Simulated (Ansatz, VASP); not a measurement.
One calculation of C, two programs

File INCAR:

```
SYSTEM = C
PREC = Accurate
ENCUT = 520
EDIFF = 1E-6
ISMEAR = 0
SIGMA = 0.15
LREAL = .FALSE.
LASPH = .TRUE.
NELM = 80
ALGO = Normal
ISIF = 2
LWAVE = .FALSE.
LCHARG = .FALSE.
GGA = CA
NBANDS = 16
```

Contents of KPOINTS:

```
Automatic mesh
0
G
  18 18 2
  0 0 0
```

Contents of POSCAR:

```
C
1.0
    2.2734803463      0.0000000000      0.0000000000
   -1.1367401731      2.1170878870      0.0000000000
    0.0000000000      0.0000000000     24.1078379870
C
4
Direct
   -0.1730266289      0.0000000000      0.5687751440
    0.1730266289      0.0000000000      0.4312248560
    0.5063675980      0.6666666667      0.4312002200
    0.4936324020      0.3333333333      0.5687997800
```

Input for Ansatz:

```yaml
crystal:
  lattice:
    - [2.2734803463, 0.0, 0.0]
    - [-1.1367401731, 2.117087887, 0.0]
    - [0.0, 0.0, 24.107837987]
  atoms:
    - { symbol: C, position: [-0.1730266289, 0.0, 0.568775144] }
    - { symbol: C, position: [0.1730266289, 0.0, 0.431224856] }
    - { symbol: C, position: [0.506367598, 0.6666666667, 0.43120022] }
    - { symbol: C, position: [0.493632402, 0.3333333333, 0.56879978] }
basis:
  ecutwfc: 520.0
kpoints:
  mp_grid: { grid: [18, 18, 2] }
hamiltonian:
  xc: lda
  pseudopotentials: { kind: paw, azcp: { folder: soft_1 } }
scf:
  occupations: { method: gaussian, width: 0.15 }
output:
  forces: true
  stress: true
  eigenvalues: true
```

Change from the starting cell: mode 4 frozen in at -0.423 Å, normal strain along x -0.0700.

Alike in both runs: task single point; functional LDA; k mesh 18 × 18 × 2; occupations gaussian, width 0.15 eV; no spin polarisation.

```csv
,VASP,Ansatz
version,VASP 6.6.1,Ansatz 0.2.0
potentials or method,"VASP PAW LDA potentials, release 64 (C), cutoff 520 eV","scalar-relativistic, plane waves, PAW"
valence electrons in the cell,16,16
```

```csv
,VASP,Ansatz,Ansatz less VASP
gap on the k mesh at the Fermi level (eV),0.50,0.50,+0.001
least direct gap on the mesh (eV),0.62,0.63,+0.005
rms of the force components (eV/Å),0.889,0.887,-0.0021
```

Ansatz warns that its potentials were made for another functional, while VASP's fit it. LDA's correlation is that of Perdew and Zunger in VASP and of Perdew and Wang (1992) in Ansatz. Atom by atom the forces differ by 0.002 eV/Å (rms over components).
